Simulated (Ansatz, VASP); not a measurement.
## One calculation of AlN, two programs

File INCAR:

```
PREC     = Accurate       # precision mode
ENCUT    = 1330           # plane-wave cutoff, eV
EDIFF    = 1E-7           # SCF threshold, eV
ISMEAR   = 0              # smearing method
SIGMA    = 0.1            # smearing width, eV
LREAL    = F              # projectors in reciprocal space
LASPH    = T              # aspherical terms in the spheres
NELM     = 120            # most SCF steps
ALGO     = Normal         # electronic algorithm
ISIF     = 3              # what is computed and relaxed
LWAVE    = F              # write WAVECAR
LCHARG   = F              # write CHGCAR
GGA      = PE             # functional
IBRION   = 2              # ionic algorithm
NSW      = 90             # ionic steps
EDIFFG   = -0.04          # ionic threshold
GGA_COMPAT= F            
NELMIN   = 4
```

The input KPOINTS:

```
regular mesh
0
Gamma
  6 6 6
```

The input POSCAR:

```
AlN
1.0
    3.4191246600      0.0000000000      0.0000000000
   -1.7095623300      2.9610488100      0.0000000000
    0.0000000000      0.0000000000      3.0555496700
Al N
1 1
Direct
    0.0000000000      0.0000000000      0.5000000000
    0.0000000000      0.0000000000      0.0000000000
```

Input for Ansatz:

```yaml
crystal:
  lattice:
    - [3.41912466, 0.0, 0.0]
    - [-1.70956233, 2.96104881, 0.0]
    - [0.0, 0.0, 3.05554967]
  atoms:
    - { symbol: Al, position: [0.0, 0.0, 0.5] }
    - { symbol: "N", position: [0.0, 0.0, 0.0] }
basis:
  ecutwfc: 420
kpoints:
  mp_grid: { grid: [6, 6, 6] }
hamiltonian:
  xc: pbe
scf:
  occupations: { method: gaussian, width: 0.1 }
  lower_state_search: "off"
output:
  forces: true
  stress: true
  eigenvalues: true
relax:
  adjacent_minimum: "off"
  f_tol: 0.04
  max_steps: 70
  cell: { stress_tol: 0.4 }
```

Alike in both runs: task relaxation of cell and atoms; functional PBE; k mesh 6 × 6 × 6; occupations gaussian, width 0.1 eV; no spin polarisation.

|  | VASP | Ansatz |
| --- | --- | --- |
| version | VASP 6.6.1 | Ansatz 0.2.0 |
| potentials or method | VASP PAW PBE potentials, release 64 (Al, N_h), cutoff 1330 eV | scalar-relativistic, plane waves, PAW |
| valence electrons in the cell | 8 | 8 |

|  | VASP | Ansatz | Ansatz less VASP |
| --- | --- | --- | --- |
| gap on the k mesh at the Fermi level, each at its own relaxed structure (eV) | 0.79 | 0.86 | +0.074 |
| relaxed volume (Å³/atom) | 29.20 | 29.88 | +0.685 |
| relaxed length of the cell vector where the two differ most in proportion (Å) | 4.470 | 4.522 | +0.0525 |

Noted on VASP's run: the volume moved by over 15 % at a fixed basis, so the end points are rough.
